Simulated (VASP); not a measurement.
Ba2TeS:

```xyz
4
Lattice="4.7927 0.0000 0.0000 0.0000 4.7927 0.0000 0.0000 0.0000 6.7840" Properties=species:S:1:pos:R:3 pbc="T T T"
S     0.0000    0.0000    0.0000
Ba    0.0000    0.0000    3.3920
Ba    2.3963    2.3963    0.0000
Te    2.3963    2.3963    3.3920
```

Base run:

| Property | Result |
| --- | --- |
| Program | VASP 6.6.1 |
| Functional | r2SCAN |
| Potentials or basis | VASP PAW PBE potentials, release 64 (S, Ba_sv, Te) |
| Cutoff | 520 eV |
| k mesh | 4 × 4 × 4 |
| Occupations | gaussian, width 0.01 eV |
| Spin | no spin polarisation |

Its results: band gap on the k mesh 2.06 eV, direct; pressure 0.4 GPa.

Q: The run is repeated on the same cell with these changes: functional from r2SCAN to PBE. What comes out?

A: Band gap on the k mesh 1.70 eV, direct; pressure 0.5 GPa.

r2SCAN gives the wider gap, since meta-GGAs in the generalised Kohn-Sham scheme recover part of the derivative discontinuity.

Caveats: spin-orbit coupling is left out, which moves the levels of the heavy elements; the PAW data sets were made with another functional, which shifts forces and pressure a little (some runs).

A k mesh can miss the band edges.
